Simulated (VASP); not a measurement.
The system is MgO (Periclase).

```
Mg O
1.0
     0.00000    2.10217    2.10217
     2.10217    0.00000    2.10217
     2.10217    2.10217    0.00000
Mg O
1 1
Direct
  0.00000 0.00000 0.00000
  0.50000 0.50000 0.50000
```

Base run:

```yaml
Program: VASP 6.6.1
Functional: r2SCAN
Potentials_or_basis: VASP PAW PBE potentials, release 64 (Mg, O)
Cutoff: 520 eV
k_mesh: 10 × 10 × 10
Occupations: gaussian, width 0.01 eV
Spin: no spin polarisation
```

Its results: band gap on the k mesh 5.66 eV, direct; pressure -1.1 GPa.

The run is repeated on the same cell with these changes: functional from r2SCAN to PBE; k mesh from 10 × 10 × 10 to 6 × 6 × 6. What comes out?

Band gap on the k mesh 4.78 eV, direct; pressure 4.9 GPa.

Several settings changed at once, so the effect can't be laid on one alone.

Caveats: some runs use coarse meshes; the PAW data sets were made with another functional, which shifts forces and pressure a little (some runs).

